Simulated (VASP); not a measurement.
# Pb (Fm-3m) in VASP: a series of runs, part 3 of 3

VASP 6.6.1. The steps go on from the part before.

## Step 6: Single point, r2SCAN

This run uses another cell than the first one, of 33.42 Å³/atom.

Contents of POSCAR:

```
Pb
1.0
    0.0000000000      2.5564837256      2.5564837256
    2.5564837256      0.0000000000      2.5564837256
    2.5564837256      2.5564837256      0.0000000000
Pb
1
Direct
    0.0000000000      0.0000000000      0.0000000000
```

Contents of INCAR.step1:

```
SYSTEM = Pb
  ALGO = Normal
  EDIFF = 1E-4
  ENCUT = 520
  GGA = PE
  ISMEAR = -1
  LASPH = .TRUE.
  LCHARG = .FALSE.
  LREAL = .FALSE.
  LWAVE = .TRUE.
  NBANDS = 13
  NELM = 100
  PREC = Accurate
  SIGMA = 0.1
```

Contents of INCAR.step2:

```
SYSTEM = Pb
  ALGO = Normal
  EDIFF = 1E-7
  ENCUT = 520
  ISIF = 2
  ISMEAR = -1
  ISTART = 1
  LASPH = .TRUE.
  LCHARG = .TRUE.
  LELF = .TRUE.
  LMIXTAU = .TRUE.
  LREAL = .FALSE.
  LVHAR = .TRUE.
  LWAVE = .FALSE.
  METAGGA = R2SCAN
  NBANDS = 13
  NELM = 100
  PREC = Accurate
  SIGMA = 0.1
```

Contents of KPOINTS:

```
k-points
0
G
  12 12 12
  0 0 0
```

Potentials or basis: VASP PAW PBE potentials, release 64 (Pb_d).

The run is started by

```bash
> cat potpaw_PBE.64/Pb_d/POTCAR > POTCAR
> cp INCAR.step1 INCAR
> mpirun -np 1 vasp_std > vasp.out
> cp INCAR.step2 INCAR
> mpirun -np 1 vasp_std > vasp.out
```

OUTCAR:

```text
SYSTEM = Pb
   EDIFF = 1E-7
   ENCUT = 520
   ISIF = 2
   ISMEAR = -1
   ISTART = 1
   LASPH = .TRUE.
   LREAL = .FALSE.
   METAGGA = R2SCAN
   NELM = 100
   PREC = Accurate

 ion  position               nearest neighbor table
   1  0.000  0.000  0.000-

  LATTYP: Found a face centered cubic cell.
 ALAT       =     5.1129674512

  Lattice vectors:

 A1 = (   0.0000000000,   2.5564837256,   2.5564837256)
 A2 = (   2.5564837256,   0.0000000000,   2.5564837256)
 A3 = (   2.5564837256,   2.5564837256,   0.0000000000)

Analysis of symmetry for initial positions (statically):
=====================================================================
 Subroutine PRICEL returns:
 Original cell was already a primitive cell.

 Routine SETGRP: Setting up the symmetry group for a
 face centered cubic supercell.

 Subroutine GETGRP returns: Found 48 space group operations
 (whereof 48 operations were pure point group operations)
 out of a pool of 48 trial point group operations.

The static configuration has the point symmetry O_h .

Analysis of symmetry for dynamics (positions and initial velocities):
=====================================================================
 Subroutine PRICEL returns:
 Original cell was already a primitive cell.

 Routine SETGRP: Setting up the symmetry group for a
 face centered cubic supercell.

 Subroutine GETGRP returns: Found 48 space group operations
 (whereof 48 operations were pure point group operations)
 out of a pool of 48 trial point group operations.

The dynamic configuration has the point symmetry O_h .

 Subroutine INISYM returns: Found 48 space group operations
 (whereof 48 operations are pure point group operations),
 and found     1 'primitive' translations

----------------------------------------------------------------------------------------

                                     Primitive cell

  volume of cell :      33.4164

  direct lattice vectors                    reciprocal lattice vectors
     0.000000000  2.556483726  2.556483726    -0.195581139  0.195581139  0.195581139
     2.556483726  0.000000000  2.556483726     0.195581139 -0.195581139  0.195581139
     2.556483726  2.556483726  0.000000000     0.195581139  0.195581139 -0.195581139

  length of vectors
     3.615413957  3.615413957  3.615413957     0.338756471  0.338756471  0.338756471

  position of ions in fractional coordinates (direct lattice)
     0.000000000  0.000000000  0.000000000

  ion indices of the primitive-cell ions
   primitive index   ion index
                 1           1

----------------------------------------------------------------------------------------

 KPOINTS: k-points

Automatic generation of k-mesh.
 Grid dimensions read from file:
 generate k-points for:   12   12   12

 Generating k-lattice:

  Cartesian coordinates                     Fractional coordinates (reciprocal lattice)
    -0.016298428  0.016298428  0.016298428     0.083333333  0.000000000  0.000000000
     0.016298428 -0.016298428  0.016298428     0.000000000  0.083333333  0.000000000
     0.016298428  0.016298428 -0.016298428     0.000000000  0.000000000  0.083333333

  Length of vectors
     0.028229706  0.028229706  0.028229706

  Shift w.r.t. Gamma in fractional coordinates (k-lattice)
     0.000000000  0.000000000  0.000000000

 Subroutine IBZKPT returns following result:
 ===========================================

 Found     72 irreducible k-points:

 Following reciprocal coordinates:
            Coordinates               Weight
  0.000000  0.000000  0.000000      1.000000
  0.083333  0.000000  0.000000      8.000000
  0.166667  0.000000  0.000000      8.000000
  0.250000  0.000000  0.000000      8.000000
  0.333333  0.000000  0.000000      8.000000
  0.416667  0.000000  0.000000      8.000000
[... 16 lines left out ...]
  0.500000  0.166667  0.000000     24.000000
 -0.416667  0.166667  0.000000     24.000000
 [... further k-points ...]
   k-points           NKPTS =     72   k-points in BZ     NKDIM =     72   number of bands    NBANDS=     13
   number of dos      NEDOS =    301   number of ions     NIONS =      1
   total plane-waves  NPLWV =  21952
   dimension x,y,z NGX =    28 NGY =   28 NGZ =   28
   dimension x,y,z NGXF=    56 NGYF=   56 NGZF=   56
   ions per type =               1
   NGX,Y,Z   is equivalent  to a cutoff of  12.88, 12.88, 12.88 a.u.
   NGXF,Y,Z  is equivalent  to a cutoff of  25.75, 25.75, 25.75 a.u.
 SYSTEM =  Pb
   PREC   = accura    normal or accurate (medium, high low for compatibility)
   ISTART =      1    job   : 0-new  1-cont  2-samecut
   ICHARG =      0    charge: 1-file 2-atom 10-const
   ISPIN  =      1    spin polarized calculation?
   LNONCOLLINEAR =      F non collinear calculations
   LSORBIT =      F    spin-orbit coupling
   LASPH  =      T    aspherical Exc in radial PAW
   ENCUT  =  520.0 eV  38.22 Ry    6.18 a.u.   6.72  6.72  6.72*2*pi/ulx,y,z
   NELM   =    100;   NELMIN=  2; NELMDL=  0     # of ELM steps
   EDIFF  = 0.1E-06   stopping-criterion for ELM
   LREAL  =      F    real-space projection
   EDIFFG = 0.1E-05   stopping-criterion for IOM
   NSW    =      0    number of steps for IOM
   IBRION =     -1    ionic relax: 0-MD 1-quasi-New 2-CG
   NFREE  =      0    steps in history (QN), initial steepest desc. (CG)
   ISIF   =      2    stress and relaxation
   ISYM   =      2    0-nonsym 1-usesym 2-fastsym
   POTIM  = 0.5000    time-step for ionic-motion
   TEBEG  =    0.0;   TEEND  =   0.0 temperature during run
   PSTRESS=    0.0 pullay stress
   NELECT =      14.0000    total number of electrons
   NUPDOWN=      -1.0000    fix difference up-down
   EMIN   =  10.00;   EMAX   =-10.00  energy-range for DOS
   EFERMI =   0.00;   METHOD = LEGACY
   ISMEAR =    -1;   SIGMA  =   0.10  broadening in eV -4-tet -1-fermi 0-gaus
   EFERMI_NEDOS =   21; number of points for ismear=-14 and -15
   IALGO  =     38    algorithm
   IMIX   =      4    mixing-type and parameters
     AMIX     =   0.40;   BMIX     =  1.00
     AMIX_MAG =   1.60;   BMIX_MAG =  1.00
  volume/ion in A,a.u.               =      33.42       225.50
  Fermi-wavevector in a.u.,A,eV,Ry     =   1.224986  2.314888 20.416778  1.500591
  Thomas-Fermi vector in A             =   2.360041
   LORBIT       =      0    0 simple, 1 ext, 2 COOP (PROOUT), +10 PAW based schemes
   METAGGA = R2SCAN    functional components
   LHFCALC =     F    Hartree Fock is set to
   AEXX    =    0.0000 exact exchange contribution
   IVDW    =     0    specifies the selected vdW correction
   LEPSILON=     F    determine dielectric tensor
   LRPA    =     F    only Hartree local field effects (RPA)
 non-spin polarized calculation
  energy-cutoff  :      520.00
  volume of cell :       33.42
 maximum number of plane-waves:       934
   NGX = 13   NGY = 13   NGZ = 13

 number of electron      13.9999999 magnetization

 Free energy of the ion-electron system (eV)
  ---------------------------------------------------
  ext. energy  EPLUGINS =         0.00000000
  ---------------------------------------------------
  free energy    TOTEN  =       -56.26449940 eV

  energy without entropy =      -56.24084925  energy(sigma->0) =      -56.25267432

 E-fermi :   6.2286     XC(G=0): -10.4066

 val. band max:        6.2053646846   @ k =  -0.3333   0.2500   0.0000
 cond. band min:       6.2977583442   @ k =   0.3333   0.1667   0.0000
 fundamental gap:      0.0923936596
 Fermi energy:         6.2285916075

 k-point     1 :       0.0000    0.0000    0.0000
  band No.  band energies     occupation
      1     -11.4780      2.00000
      2     -11.4780      2.00000
      3     -11.4780      2.00000
      4     -11.3688      2.00000
      5     -11.3688      2.00000
      6      -5.4671      2.00000
      7      13.1273      0.00000
      8      13.1273      0.00000
      9      13.1273      0.00000
     10      16.5162      0.00000
     11      17.1936      0.00000
     12      18.5866      0.00000
     13      18.5866      0.00000
[... 353 lines left out ...]
 k-point    24 :      -0.4167    0.1667    0.0000
  band No.  band energies     occupation
      1     -11.4902      2.00000
      2     -11.4435      2.00000
      3     -11.4210      2.00000
      4     -11.2992      2.00000
      5     -11.2729      2.00000
      6      -1.9392      2.00000
      7       2.8911      2.00000
      8       8.2865      0.00000
      9      10.6834      0.00000
     10      14.3204      0.00000
     11      17.9765      0.00000
     12      18.8569      0.00000
     13      21.3922      0.00000

 [... further k-points ...]

------------------------ aborting loop because EDIFF is reached ----------------------------------------

  FORCE on cell =-STRESS in cart. coord.  units (eV):
  Direction    XX          YY          ZZ          XY          YZ          ZX
  --------------------------------------------------------------------------------------
  -------------------------------------------------------------------------------------
  Total       -0.5120843     -0.5120843     -0.5120843     -0.0000000      0.0000000     -0.0000000
  in kB      -24.5523414    -24.5523414    -24.5523414     -0.0000000      0.0000000     -0.0000000
  external PRESSURE =     -24.5523414 kB  Pullay stress =       0.0000000 kB

 VOLUME and BASIS-vectors are now :
 -----------------------------------------------------------------------------
  energy-cutoff  :      520.00
  volume of cell :       33.42
      direct lattice vectors                 reciprocal lattice vectors
     0.000000000  2.556483726  2.556483726    -0.195581139  0.195581139  0.195581139
     2.556483726  0.000000000  2.556483726     0.195581139 -0.195581139  0.195581139
     2.556483726  2.556483726  0.000000000     0.195581139  0.195581139 -0.195581139

 POSITION                                       TOTAL-FORCE (eV/Angst)
 -----------------------------------------------------------------------------------
      0.00000      0.00000      0.00000         0.000000      0.000000     -0.000000
 -----------------------------------------------------------------------------------
    total drift:                               -0.000000     -0.000000     -0.000000

  FREE ENERGIE OF THE ION-ELECTRON SYSTEM (eV)
  ---------------------------------------------------
  free  energy   TOTEN  =       -56.2644993978 eV

  energy  without entropy=      -56.2408492468  energy(sigma->0) =      -56.25267432
```

It took 4.3 min on 1 thread of Intel Xeon 8259CL, shared host; peak memory 0.18 GiB.

What came out:

```yaml
Free_energy: -56.2645 eV
Pressure: -2.5 GPa
Band_gap_on_the_k_mesh: zero (bands 7 and 8 overlap by 8.38 eV)
```

Caveat: the PAW data sets were made with another functional, which shifts forces and pressure a little; spin-orbit coupling is left out, which moves the levels of the heavy elements.

## Step 7: Summary

| cell | gap on the mesh (eV) | pressure (GPa) |
| --- | --- | --- |
| a = 3.545 Å, angles 60.0°, 1 atom | none | -0.3 |
| a = 3.580 Å, angles 60.0°, 1 atom | none | -1.5 |
| a = 3.615 Å, angles 60.0°, 1 atom | none | -2.5 |

Alike in all rows: task single point; level r2SCAN; potentials or basis VASP PAW PBE potentials, release 64 (Pb_d); no spin polarisation; k mesh 12 × 12 × 12; cutoff (eV) 520; smearing fermi-dirac 0.1 eV.

Caveats: the PAW data sets were made with another functional, which shifts forces and pressure a little; spin-orbit coupling is left out, which moves the levels of the heavy elements.

Absolute energies hang on the potentials; compare differences alone.

The gap in the log of VASP goes by the Fermi energy; the results here count the filled bands.